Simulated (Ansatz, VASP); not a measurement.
## Two plane-wave programs on P

```
P
1.0
     4.41442    0.00000    0.00000
    -2.20721    3.82300    0.00000
     0.00000    0.00000    2.70604
P
3
Direct
  0.00000 0.00000 0.00000
  0.33333 0.66667 0.50000
  0.66667 0.33333 0.50000
```

Alike in both runs: task relaxation of cell and atoms; functional PBE; k mesh 8 × 8 × 12; occupations fermi-dirac, width 0.1 eV; no spin polarisation.

```csv
,VASP,Ansatz
version,VASP 6.6.1,Ansatz 0.2.0
potentials or method,"VASP PAW PBE potentials, release 64 (P), cutoff 600 eV","plane waves (420 eV) with PAW, scalar-relativistic"
valence electrons in the cell,15,15
```

```tsv
	VASP	Ansatz	Ansatz less VASP
relaxed volume (Å³/atom)	14.36	14.40	+0.034
relaxed cell length with the largest relative difference (Å)	4.451	4.456	+0.0051
```
